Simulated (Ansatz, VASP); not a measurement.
# WS2: VASP beside Ansatz

File INCAR:

```
PREC = Accurate
ENCUT = 520
EDIFF = 1E-6
ISMEAR = -1
SIGMA = 0.05
LREAL = F
LASPH = T
NELM = 100
ALGO = Normal
ISIF = 2
LWAVE = F
LCHARG = F
GGA = PS
NBANDS = 35
```

Contents of KPOINTS:

```
Automatic mesh
0
Gamma
  10 10 3
```

The input POSCAR:

```
WS2
1.0
    3.1370217585      0.0000000000      0.0000000000
   -1.5685108793      2.7167405351      0.0000000000
    0.0000000000      0.0000000000     12.3310603717
W S
2 4
Direct
    0.6666666667      0.3333333333      0.7500000000
    0.3333333333      0.6666666667      0.2500000000
    0.6666666667      0.3333333333      0.3750000000
    0.3333333333      0.6666666667      0.8750000000
    0.6666666667      0.3333333333      0.1250000000
    0.3333333333      0.6666666667      0.6250000000
```

Contents of input.yaml:

```yaml
crystal:
  lattice:
    - [3.1370217585, 0.0, 0.0]
    - [-1.5685108793, 2.7167405351, 0.0]
    - [0.0, 0.0, 12.3310603717]
  atoms:
    - { symbol: W, position: [0.6666666667, 0.3333333333, 0.75] }
    - { symbol: W, position: [0.3333333333, 0.6666666667, 0.25] }
    - { symbol: S, position: [0.6666666667, 0.3333333333, 0.375] }
    - { symbol: S, position: [0.3333333333, 0.6666666667, 0.875] }
    - { symbol: S, position: [0.6666666667, 0.3333333333, 0.125] }
    - { symbol: S, position: [0.3333333333, 0.6666666667, 0.625] }
kpoints:
  mp_grid: { grid: [10, 10, 3] }
scf:
  occupations: { method: fermi_dirac, width: 0.05 }
hamiltonian:
  xc: pbesol
  pseudopotentials: { kind: all_electron, lapw: { basis_error: 0.001 } }
output:
  forces: true
  stress: true
  eigenvalues: true
```

Change from the starting cell: volume scaled by 0.96.

Alike in both runs: task single point; functional PBEsol; k mesh 10 × 10 × 3; occupations fermi-dirac, width 0.05 eV; no spin polarisation.

```csv
,VASP,Ansatz
version,VASP 6.6.1,Ansatz 0.2.0
potentials or method,"VASP PAW PBE potentials, release 64 (W_sv, S), cutoff 520 eV","all-electron LAPW, scalar-relativistic"
```

|  | VASP | Ansatz | Ansatz less VASP |
| --- | --- | --- | --- |
| gap on the k mesh at the Fermi level (eV) | 1.05 | 1.03 | -0.013 |
| least direct gap on the mesh (eV) | 2.19 | 2.19 | -0.004 |
| pressure (GPa) | 4.3 | 4.2 | -0.11 |
| traceless stress, the component that is largest in VASP (GPa) | 2.13 | 2.07 | -0.052 |
| rms of the force components (eV/Å) | 0.293 | 0.283 | -0.0106 |

VASP's potentials were made for PBE, not for PBEsol. Atom by atom the forces differ by 0.011 eV/Å (rms over components). Ansatz ran all-electron here, and VASP with PAW potentials.

Neither program's run includes spin-orbit coupling.
